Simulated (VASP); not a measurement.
Set up this calculation in VASP 6.6.1, as the native input.

```yaml
Task: single point
Functional: r2SCAN
Dispersion: D3(BJ)
Potentials_or_basis: VASP PAW PBE potentials, release 64 (Bi_d, Se)
Cutoff: 520 eV
k_mesh: 6 × 6 × 6
Occupations: gaussian, width 0.05 eV
Spin: no spin polarisation
Dipole_correction: no
Further_INCAR_settings: ALGO = Normal; EDIFF = 1e-06; NBANDS = 32
```

The system is Bi2Se3.

```
Bi Se
1.0
     2.07200    1.19627    9.82054
    -2.07200    1.19627    9.82054
     0.00000   -2.39254    9.82054
Bi Se
2 3
Cartesian
  0.0000 0.0000 11.7508
  0.0000 0.0000 17.7108
  0.0000 0.0000 0.0000
  0.0000 0.0000 6.3425
  0.0000 0.0000 23.1191
```

One way to write it, as run:

POSCAR

```
Bi2Se3
1.0
    2.0720016781      1.1962707266      9.8205362380
   -2.0720016781      1.1962707266      9.8205362380
    0.0000000000     -2.3925414533      9.8205362380
Bi Se
2 3
Direct
    0.3988509548      0.3988509548      0.3988509548
    0.6011490452      0.6011490452      0.6011490452
    0.0000000000      0.0000000000      0.0000000000
    0.2152798293      0.2152798293      0.2152798293
    0.7847201707      0.7847201707      0.7847201707
```

INCAR.step1

```
PREC     = Accurate       # precision mode
ENCUT    = 520            # plane-wave cutoff, eV
ISMEAR   = 0              # smearing method
SIGMA    = 0.05           # smearing width, eV
LREAL    = False          # projectors in reciprocal space
LASPH    = True           # aspherical terms in the spheres
NELM     = 80             # most SCF steps
NBANDS   = 32             # bands
GGA      = PE             # functional
ALGO     = Normal         # electronic algorithm
EDIFF    = 1E-4           # SCF threshold, eV
LWAVE    = True           # write WAVECAR
LCHARG   = False          # write CHGCAR
```

INCAR.step2

```
PREC     = Accurate       # precision mode
ENCUT    = 520            # plane-wave cutoff, eV
EDIFF    = 1E-6           # SCF threshold, eV
ISMEAR   = 0              # smearing method
SIGMA    = 0.05           # smearing width, eV
LREAL    = False          # projectors in reciprocal space
LASPH    = True           # aspherical terms in the spheres
NELM     = 80             # most SCF steps
ALGO     = Normal         # electronic algorithm
ISIF     = 2              # what is computed and relaxed
LWAVE    = False          # write WAVECAR
LCHARG   = False          # write CHGCAR
METAGGA  = R2SCAN         # meta-GGA
LMIXTAU  = True         
IVDW     = 12             # dispersion correction
VDW_S6   = 1.0          
VDW_S8   = 0.78981345   
VDW_A1   = 0.49484001   
VDW_A2   = 5.73083694   
NBANDS   = 32             # bands
ISTART   = 1
```

KPOINTS

```
regular mesh
0
Gamma
  6 6 6
```

Potentials or basis: VASP PAW PBE potentials, release 64 (Bi_d, Se).

The run is started by

```console
$ cat potpaw_PBE.64/Bi_d/POTCAR potpaw_PBE.64/Se/POTCAR > POTCAR
$ cp INCAR.step1 INCAR
$ mpirun -np 1 vasp_std > vasp.out
$ cp INCAR.step2 INCAR
$ mpirun -np 1 vasp_std > vasp.out
```

It gave:

| Quantity | Value |
| --- | --- |
| Pressure | 0.0 GPa |
| Largest force | 0.060 eV/Å |
| Band gap on the k mesh | 0.68 eV |
| Dispersion energy per atom | -0.183 eV |

Caveat: three body term missing; the PAW data sets were made with another functional, which shifts forces and pressure a little; spin-orbit coupling is left out, which moves the levels of the heavy elements.

Wall time 45 min on 1 thread of Intel(R) Xeon(R) Platinum 8259CL CPU @ 2.50GHz (Skylake/Cascade Lake), on a shared host, peak memory 1.1 GiB.
